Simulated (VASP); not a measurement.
# BeS (F-43m) in VASP: further runs

BeS is run at these levels: PBE; tasks: single point, relaxation of cell and atoms.

All numbers are computed with VASP 6.6.1; they aren't measurements. Logs are shortened: lines on timing, memory, paths and dates and some standing lists are left out, and cuts for length are marked.

**1. The cell of the first run**

It takes space group F-43m (No. 216, cubic). Conventional cell: a = 5.033 Å, b = 5.033 Å, c = 5.033 Å, α = 90.00°, β = 90.00°, γ = 90.00°. Be (site symmetry -43m) has 4 S at 2.18 Å within 2.9 Å. Within 2.9 Å of S (site symmetry -43m) lie 4 Be at 2.18 Å.

**2. Single point, PBE (volume scaled by 1.10)**

The input, INCAR:

```
SYSTEM = BeS
  ALGO = Normal
  EDIFF = 1E-7
  ENCUT = 520
  GGA = PE
  ISIF = 2
  ISMEAR = 0
  LASPH = .TRUE.
  LCHARG = .FALSE.
  LREAL = .FALSE.
  LWAVE = .FALSE.
  NBANDS = 11
  NELM = 100
  PREC = Accurate
  SIGMA = 0.02
```

The input, KPOINTS:

```
k-points
0
G
  8 8 8
  0 0 0
```

The input, POSCAR:

```
BeS
1.0
    0.0000000000      2.5166151695      2.5166151695
    2.5166151695      0.0000000000      2.5166151695
    2.5166151695      2.5166151695      0.0000000000
Be S
1 1
Direct
    0.0000000000      0.0000000000      0.0000000000
    0.2500000000      0.2500000000      0.2500000000
```

Potentials or basis: VASP PAW PBE potentials, release 64 (Be, S).

Launch:

```console
$ cat potpaw_PBE.64/Be/POTCAR potpaw_PBE.64/S/POTCAR > POTCAR
$ mpirun -np 1 vasp_std > vasp.out
```

OUTCAR:

```text
SYSTEM = BeS
   EDIFF = 1E-7
   ENCUT = 520
   GGA = PE
   ISIF = 2
   ISMEAR = 0
   LASPH = .TRUE.
   LREAL = .FALSE.
   NELM = 100
   PREC = Accurate

 ion  position               nearest neighbor table
   1  0.000  0.000  0.000-   2 2.18   2 2.18   2 2.18   2 2.18
   2  0.250  0.250  0.250-   1 2.18   1 2.18   1 2.18   1 2.18

  LATTYP: Found a face centered cubic cell.
 ALAT       =     5.0332303390

  Lattice vectors:

 A1 = (   0.0000000000,   2.5166151695,   2.5166151695)
 A2 = (   2.5166151695,   0.0000000000,   2.5166151695)
 A3 = (   2.5166151695,   2.5166151695,   0.0000000000)

Analysis of symmetry for initial positions (statically):
=====================================================================
 Subroutine PRICEL returns:
 Original cell was already a primitive cell.

 Routine SETGRP: Setting up the symmetry group for a
 face centered cubic supercell.

 Subroutine GETGRP returns: Found 24 space group operations
 (whereof 24 operations were pure point group operations)
 out of a pool of 48 trial point group operations.

The static configuration has the point symmetry T_d .

Analysis of symmetry for dynamics (positions and initial velocities):
=====================================================================
 Subroutine PRICEL returns:
 Original cell was already a primitive cell.

 Routine SETGRP: Setting up the symmetry group for a
 face centered cubic supercell.

 Subroutine GETGRP returns: Found 24 space group operations
 (whereof 24 operations were pure point group operations)
 out of a pool of 48 trial point group operations.

The dynamic configuration has the point symmetry T_d .

 Subroutine INISYM returns: Found 24 space group operations
 (whereof 24 operations are pure point group operations),
 and found     1 'primitive' translations

----------------------------------------------------------------------------------------

                                     Primitive cell

  volume of cell :      31.8772

  direct lattice vectors                    reciprocal lattice vectors
     0.000000000  2.516615170  2.516615170    -0.198679562  0.198679562  0.198679562
     2.516615170  0.000000000  2.516615170     0.198679562 -0.198679562  0.198679562
     2.516615170  2.516615170  0.000000000     0.198679562  0.198679562 -0.198679562

  length of vectors
     3.559031304  3.559031304  3.559031304     0.344123096  0.344123096  0.344123096

  position of ions in fractional coordinates (direct lattice)
     0.000000000  0.000000000  0.000000000
     0.250000000  0.250000000  0.250000000

  ion indices of the primitive-cell ions
   primitive index   ion index
                 1           1
                 2           2

----------------------------------------------------------------------------------------

 KPOINTS: k-points

Automatic generation of k-mesh.
 Grid dimensions read from file:
 generate k-points for:    8    8    8

 Generating k-lattice:

  Cartesian coordinates                     Fractional coordinates (reciprocal lattice)
    -0.024834945  0.024834945  0.024834945     0.125000000  0.000000000  0.000000000
     0.024834945 -0.024834945  0.024834945     0.000000000  0.125000000  0.000000000
     0.024834945  0.024834945 -0.024834945     0.000000000  0.000000000  0.125000000

  Length of vectors
     0.043015387  0.043015387  0.043015387

  Shift w.r.t. Gamma in fractional coordinates (k-lattice)
     0.000000000  0.000000000  0.000000000

 Subroutine IBZKPT returns following result:
 ===========================================

 Found     29 irreducible k-points:

 Following reciprocal coordinates:
            Coordinates               Weight
  0.000000  0.000000  0.000000      1.000000
  0.125000  0.000000  0.000000      8.000000
  0.250000  0.000000  0.000000      8.000000
  0.375000  0.000000  0.000000      8.000000
  0.500000  0.000000  0.000000      4.000000
  0.125000  0.125000  0.000000      6.000000
[... 16 lines left out ...]
  0.500000  0.250000  0.125000     48.000000
 -0.375000  0.250000  0.125000     24.000000
 [... further k-points ...]
   k-points           NKPTS =     29   k-points in BZ     NKDIM =     29   number of bands    NBANDS=     11
   number of dos      NEDOS =    301   number of ions     NIONS =      2
   total plane-waves  NPLWV =  21952
   dimension x,y,z NGX =    28 NGY =   28 NGZ =   28
   dimension x,y,z NGXF=    56 NGYF=   56 NGZF=   56
   ions per type =               1   1
   NGX,Y,Z   is equivalent  to a cutoff of  13.08, 13.08, 13.08 a.u.
   NGXF,Y,Z  is equivalent  to a cutoff of  26.16, 26.16, 26.16 a.u.
 SYSTEM =  BeS
   PREC   = accura    normal or accurate (medium, high low for compatibility)
   ISTART =      0    job   : 0-new  1-cont  2-samecut
   ICHARG =      2    charge: 1-file 2-atom 10-const
   ISPIN  =      1    spin polarized calculation?
   LNONCOLLINEAR =      F non collinear calculations
   LSORBIT =      F    spin-orbit coupling
   LASPH  =      T    aspherical Exc in radial PAW
   ENCUT  =  520.0 eV  38.22 Ry    6.18 a.u.   6.62  6.62  6.62*2*pi/ulx,y,z
   NELM   =    100;   NELMIN=  2; NELMDL= -5     # of ELM steps
   EDIFF  = 0.1E-06   stopping-criterion for ELM
   LREAL  =      F    real-space projection
   EDIFFG = 0.1E-05   stopping-criterion for IOM
   NSW    =      0    number of steps for IOM
   IBRION =     -1    ionic relax: 0-MD 1-quasi-New 2-CG
   NFREE  =      0    steps in history (QN), initial steepest desc. (CG)
   ISIF   =      2    stress and relaxation
   ISYM   =      2    0-nonsym 1-usesym 2-fastsym
   POTIM  = 0.5000    time-step for ionic-motion
   TEBEG  =    0.0;   TEEND  =   0.0 temperature during run
   PSTRESS=    0.0 pullay stress
   NELECT =       8.0000    total number of electrons
   NUPDOWN=      -1.0000    fix difference up-down
   EMIN   =  10.00;   EMAX   =-10.00  energy-range for DOS
   EFERMI =   0.00;   METHOD = LEGACY
   ISMEAR =     0;   SIGMA  =   0.02  broadening in eV -4-tet -1-fermi 0-gaus
   EFERMI_NEDOS =   21; number of points for ismear=-14 and -15
   IALGO  =     38    algorithm
   IMIX   =      4    mixing-type and parameters
     AMIX     =   0.40;   BMIX     =  1.00
     AMIX_MAG =   1.60;   BMIX_MAG =  1.00
  volume/ion in A,a.u.               =      15.94       107.56
  Fermi-wavevector in a.u.,A,eV,Ry     =   1.032630  1.951388 14.508225  1.066324
  Thomas-Fermi vector in A             =   2.166837
   LORBIT       =      0    0 simple, 1 ext, 2 COOP (PROOUT), +10 PAW based schemes
   GGA     = PE    functional components
   LHFCALC =     F    Hartree Fock is set to
   AEXX    =    0.0000 exact exchange contribution
   IVDW    =     0    specifies the selected vdW correction
   LEPSILON=     F    determine dielectric tensor
   LRPA    =     F    only Hartree local field effects (RPA)
 non-spin polarized calculation
 Gauss-broadening in eV      SIGMA  =   0.02
  energy-cutoff  :      520.00
  volume of cell :       31.88
 maximum number of plane-waves:       881
 NGX is ok and might be reduce to    28
   NGX = 13   NGY = 13   NGZ = 13

 number of electron       8.0000001 magnetization

 Free energy of the ion-electron system (eV)
  ---------------------------------------------------
  ext. energy  EPLUGINS =         0.00000000
  ---------------------------------------------------
  free energy    TOTEN  =        -9.94231647 eV

  energy without entropy =       -9.94231647  energy(sigma->0) =       -9.94231647

 E-fermi :   3.2101     XC(G=0):  -9.2776

 val. band max:        3.0880347923   @ k =   0.0000   0.0000   0.0000
 cond. band min:       6.4193298830   @ k =   0.5000   0.5000   0.0000
 fundamental gap:      3.3312950907
 Fermi energy:         3.2100738171

 k-point     1 :       0.0000    0.0000    0.0000
  band No.  band energies     occupation
      1      -9.9070      2.00000
      2       3.0880      2.00000
      3       3.0880      2.00000
      4       3.0880      2.00000
      5       8.0704      0.00000
      6       8.7763      0.00000
      7       8.7763      0.00000
      8       8.7763      0.00000
      9      15.6761      0.00000
     10      15.6761      0.00000
     11      17.1046      0.00000

 k-point     2 :       0.1250    0.0000    0.0000
  band No.  band energies     occupation
      1      -9.7555      2.00000
      2       2.0067      2.00000
      3       2.9214      2.00000
      4       2.9214      2.00000
      5       8.3234      0.00000
      6       9.0848      0.00000
      7       9.0848      0.00000
      8       9.6125      0.00000
      9      15.0427      0.00000
     10      15.0427      0.00000
     11      17.1590      0.00000

 k-point     3 :       0.2500    0.0000    0.0000
  band No.  band energies     occupation
      1      -9.3439      2.00000
      2       0.1320      2.00000
      3       2.5811      2.00000
      4       2.5811      2.00000
      5       8.2818      0.00000
      6       9.5830      0.00000
      7       9.5830      0.00000
      8      11.5519      0.00000
      9      14.7983      0.00000
     10      14.7983      0.00000
     11      16.7886      0.00000

 k-point     4 :       0.3750    0.0000    0.0000
  band No.  band energies     occupation
      1      -8.8377      2.00000
      2      -1.4069      2.00000
      3       2.3005      2.00000
      4       2.3005      2.00000
      5       8.1946      0.00000
      6       9.6920      0.00000
      7       9.6920      0.00000
      8      13.1711      0.00000
      9      15.9763      0.00000
     10      15.9763      0.00000
     11      16.7245      0.00000

 k-point     5 :       0.5000    0.0000    0.0000
  band No.  band energies     occupation
      1      -8.5843      2.00000
      2      -2.0218      2.00000
      3       2.1969      2.00000
      4       2.1969      2.00000
      5       8.1573      0.00000
      6       9.6460      0.00000
      7       9.6460      0.00000
      8      13.7313      0.00000
      9      17.3286      0.00000
     10      17.5079      0.00000
     11      17.5079      0.00000
[... 211 lines left out ...]
 k-point    21 :       0.5000    0.5000    0.0000
  band No.  band energies     occupation
      1      -8.1417      2.00000
      2      -1.3944      2.00000
      3       0.8072      2.00000
      4       0.8072      2.00000
      5       6.4193      0.00000
      6       8.0634      0.00000
      7      14.9744      0.00000
      8      14.9744      0.00000
      9      17.2449      0.00000
     10      18.9996      0.00000
     11      19.1947      0.00000

 k-point    22 :       0.3750    0.2500    0.1250
  band No.  band energies     occupation
      1      -9.0118      2.00000
      2      -0.1065      2.00000
      3       1.2465      2.00000
      4       2.1267      2.00000
      5       8.5643      0.00000
      6       9.9215      0.00000
      7      10.4547      0.00000
      8      11.2919      0.00000
      9      14.1509      0.00000
     10      16.9449      0.00000
     11      18.2102      0.00000

 k-point    23 :       0.5000    0.2500    0.1250
  band No.  band energies     occupation
      1      -8.5728      2.00000
      2      -1.0883      2.00000
      3       0.7483      2.00000
      4       1.7267      2.00000
      5       9.0057      0.00000
      6       9.7074      0.00000
      7      11.1015      0.00000
      8      12.0069      0.00000
      9      15.1293      0.00000
     10      16.7906      0.00000
     11      18.6790      0.00000

 k-point    24 :      -0.3750    0.2500    0.1250
  band No.  band energies     occupation
      1      -8.3601      2.00000
      2      -1.5459      2.00000
      3       0.6477      2.00000
      4       1.5195      2.00000
      5       9.2143      0.00000
      6       9.3651      0.00000
      7      11.7148      0.00000
      8      13.0628      0.00000
      9      14.1237      0.00000
     10      17.7263      0.00000
     11      18.1940      0.00000

 [... further k-points ...]
[... 5 lines left out ...]
  --------------------------------------------------------------------------------------
  -------------------------------------------------------------------------------------
  Total       -1.4662951     -1.4662951     -1.4662951      0.0000000      0.0000000     -0.0000000
  in kB      -73.6972921    -73.6972921    -73.6972921      0.0000000      0.0000000     -0.0000000
  external PRESSURE =     -73.6972921 kB  Pullay stress =       0.0000000 kB

 VOLUME and BASIS-vectors are now :
 -----------------------------------------------------------------------------
  energy-cutoff  :      520.00
  volume of cell :       31.88
      direct lattice vectors                 reciprocal lattice vectors
     0.000000000  2.516615170  2.516615170    -0.198679562  0.198679562  0.198679562
     2.516615170  0.000000000  2.516615170     0.198679562 -0.198679562  0.198679562
     2.516615170  2.516615170  0.000000000     0.198679562  0.198679562 -0.198679562

 POSITION                                       TOTAL-FORCE (eV/Angst)
 -----------------------------------------------------------------------------------
      0.00000      0.00000      0.00000        -0.000000     -0.000000     -0.000000
      1.25831      1.25831      1.25831         0.000000      0.000000      0.000000
 -----------------------------------------------------------------------------------
    total drift:                                0.000000      0.000000      0.000000

  FREE ENERGIE OF THE ION-ELECTRON SYSTEM (eV)
  ---------------------------------------------------
  free  energy   TOTEN  =        -9.9423164691 eV

  energy  without entropy=       -9.9423164691  energy(sigma->0) =       -9.94231647
```

Run time: 12 s. Hardware: 1 thread of Intel Xeon Platinum 8259CL at 2.50GHz (Skylake/Cascade Lake), shared host; peak memory 0.15 GiB.

Results:

```yaml
Free_energy: -9.9423 eV
Pressure: -7.4 GPa
Band_gap_on_the_k_mesh: 3.33 eV, indirect (least direct gap 4.98 eV)
```

Caveat: the cell differs from its parent crystal (volume scaled by 1.10). A k mesh can miss the band edges.

**3. Relaxation of cell and atoms, PBE**

This run uses another cell than the first one, of 14.26 Å³/atom, 0.895 times its volume.

The input, INCAR:

```
  PREC = Accurate
  ENCUT = 600
  EDIFF = 1E-6
  ISMEAR = 0
  SIGMA = 0.02
  LREAL = False
  LASPH = True
  NELM = 80
  ALGO = Normal
  ISIF = 3
  LWAVE = False
  LCHARG = False
  GGA = PE
  IBRION = 2
  NSW = 100
  EDIFFG = -0.01
```

The input, KPOINTS:

```
regular mesh
0
Gamma
  8 8 8
```

The input, POSCAR:

```
BeS
1.0
    0.0000000000      2.4249999500      2.4249999500
    2.4249999500      0.0000000000      2.4249999500
    2.4249999500      2.4249999500      0.0000000000
Be S
1 1
Direct
    0.0000000000      0.0000000000      0.0000000000
    0.2500000000      0.2500000000      0.2500000000
```

Potentials or basis: VASP PAW PBE potentials, release 64 (Be, S).

Launch:

```console
$ cat potpaw_PBE.64/Be/POTCAR potpaw_PBE.64/S/POTCAR > POTCAR
$ mpirun -np 1 vasp_std > vasp.out
```

It took 16 s on 1 thread of Intel Xeon Platinum 8259CL at 2.50GHz (Skylake/Cascade Lake), shared host; peak memory 0.15 GiB.

The run converged. Its results:

* Free energy: -10.0135 eV
* Relaxed volume: 14.50 Å³/atom
* Relaxed cell: a = 3.448 Å, b = 3.448 Å, c = 3.448 Å, α = 60.00°, β = 60.00°, γ = 60.00°
* Space group after relaxing (to 0.05 Å): F-43m (No. 216)
* Energy gained by relaxing: 1.2 meV/atom
* Ionic steps: 3
* Pressure after relaxing: 0.0 GPa
* Band gap on the k mesh: 3.15 eV, indirect (least direct gap 5.68 eV)

The path:
```csv
step,energy change (eV),largest force (eV/Å),pressure (GPa),volume (Å³)
1,0.0000,0.0000,1.59,28.52
2,-0.0022,0.0000,-0.37,29.11
3,-0.0023,0.0000,-0.01,28.99
```

Final structure:
```yaml
crystal:
  lattice:
    - [0.00000, 2.43832, 2.43832]
    - [2.43832, 0.00000, 2.43832]
    - [2.43832, 2.43832, 0.00000]
  atoms:
    - { symbol: Be, position: [0.00000, 0.00000, 0.00000] }
    - { symbol: S, position: [0.25000, 0.25000, 0.25000] }
```

Levels at points of the mesh, in eV from the valence-band top:
```tsv
k point	band 2	band 3	band 4	band 5	band 6	band 7
(0.00, 0.00, 0.00)	0.00	0.00	0.00	5.68	5.68	5.68
(0.50, 0.00, 0.00)	-5.68	-1.01	-1.01	5.42	6.57	6.57
(0.50, 0.50, 0.00)	-4.94	-2.58	-2.58	3.15	4.93	12.65
```

A k mesh can miss the band edges. Zero-point motion and thermal expansion aren't in these numbers.
